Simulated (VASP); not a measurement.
Wanted: the native input for a VASP 6.6.1 run.

- Task: single point
- Functional: PBE
- Potentials or basis: VASP PAW PBE potentials, release 64 (Te, Sn_d)
- Cutoff: 520 eV
- k mesh: 7 × 7 × 7
- Occupations: fermi-dirac, width 0.05 eV
- Spin: non-collinear spin, zero start, spin-orbit coupling
- Starting moments: [[0.0, 0.0, 0.0], [0.0, 0.0, 0.0]] μB
- Dipole correction: no
- Further INCAR settings: ALGO = Normal; EDIFF = 1e-07; NBANDS = 32

The structure of SnTe lies in POSCAR:

```
SnTe
1.0
    0.0000000000      3.1508500000      3.1508500000
    3.1508500000      0.0000000000      3.1508500000
    3.1508500000      3.1508500000      0.0000000000
Te Sn
1 1
Direct
    0.5000000000      0.5000000000      0.5000000000
    0.0000000000      0.0000000000      0.0000000000
```

One way to write it, as run:

INCAR

```
SYSTEM = SnTe
PREC = Accurate
ENCUT = 520
EDIFF = 1E-7
ISMEAR = -1
SIGMA = 0.05
LREAL = .False.
LASPH = .True.
NELM = 150
ALGO = Normal
ISIF = 2
LWAVE = .False.
LCHARG = .False.
MAGMOM = 0 0 0 0 0 0
LORBIT = 11
LSORBIT = .True.
GGA_COMPAT = .False.
LORBMOM = .True.
GGA = PE
NBANDS = 32
```

KPOINTS

```
regular mesh
0
Gamma
  7 7 7
  0 0 0
```

Potentials or basis: VASP PAW PBE potentials, release 64 (Te, Sn_d).

Launch:

```sh
$ cat potpaw_PBE.64/Te/POTCAR potpaw_PBE.64/Sn_d/POTCAR > POTCAR
$ mpirun -np 1 vasp_ncl > vasp.out
```

It gave:

```json
{"Pressure": "2.2 GPa", "Net moment": "0.00 μB per cell", "Valence electrons inside the program's atomic spheres": "Te 3.38; Sn 12.09"}
```

It took 71 s on 1 thread of Intel(R) Xeon(R) 6975P-C (Granite Rapids), on a shared host, peak memory 0.38 GiB.
